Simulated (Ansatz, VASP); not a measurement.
## Pb in VASP and in Ansatz

INCAR

```
PREC     = Accurate       # precision mode
ENCUT    = 520            # plane-wave cutoff, eV
EDIFF    = 1E-6           # SCF threshold, eV
ISMEAR   = -1             # smearing method
SIGMA    = 0.1            # smearing width, eV
LREAL    = False          # projectors in reciprocal space
LASPH    = True           # aspherical terms in the spheres
NELM     = 80             # most SCF steps
ALGO     = Normal         # electronic algorithm
ISIF     = 2              # what is computed and relaxed
LWAVE    = False          # write WAVECAR
LCHARG   = True           # write CHGCAR
GGA      = PE             # functional
LELF     = True           # ELF
LVHAR    = True         
NBANDS   = 36             # bands
```

The input KPOINTS:

```
Automatic mesh
0
Gamma
  11 11 3
```

File POSCAR:

```
Pb
1.0
    3.4244070791      0.0000000000      0.0000000000
   -1.7122035396      2.9656235234      0.0000000000
    0.0000000000      0.0000000000     11.0678697431
Pb
4
Direct
    1.0000000000      1.0000000000      0.0000000000
    1.0000000000      1.0000000000      0.5000000000
    0.3333333333      0.6666666667      0.2500000000
    0.6666666667      0.3333333333      0.7500000000
```

Input for Ansatz:

```yaml
crystal:
  lattice:
    - [3.4244070791, 0.0, 0.0]
    - [-1.7122035396, 2.9656235234, 0.0]
    - [0.0, 0.0, 11.0678697431]
  atoms:
    - { symbol: Pb, position: [1.0, 1.0, 0.0] }
    - { symbol: Pb, position: [1.0, 1.0, 0.5] }
    - { symbol: Pb, position: [0.3333333333, 0.6666666667, 0.25] }
    - { symbol: Pb, position: [0.6666666667, 0.3333333333, 0.75] }
hamiltonian:
  xc: pbe
  pseudopotentials:
    kind: paw
    azcp:
      Pb: "pseudopotentials/Pb.paw.azcp"
basis:
  ecutwfc: 420
  fft_grid_basis: typed
kpoints:
  mp_grid: { grid: [11, 11, 3], shift: [0, 0, 0] }
magnetization:
  spin_polarized: false
scf:
  occupations: { method: fermi_dirac, width: 0.1 }
  lower_state_search: "off"
output:
  stress: true
  write_density: true
  write_potential: true
  elf: true
  volumetric_format: npy
```

Alike in both runs: task single point; functional PBE; k mesh 11 × 11 × 3; occupations fermi-dirac, width 0.1 eV; no spin polarisation.

```csv
,VASP,Ansatz
version,VASP 6.6.1,Ansatz 0.2.0
potentials or method,"VASP PAW PBE potentials, release 64 (Pb_d), cutoff 520 eV","plane waves (420 eV) with PAW, scalar-relativistic"
valence electrons in the cell,56,56
```

|  | VASP | Ansatz | Ansatz less VASP |
| --- | --- | --- | --- |
| pressure (GPa) | 6.7 | 6.8 | +0.08 |
| traceless stress, the component that is largest in VASP (GPa) | 0.61 | 0.62 | +0.005 |

The functional is the same, so the differences come from potentials, cutoffs and numerics.

Neither program's run includes spin-orbit coupling.
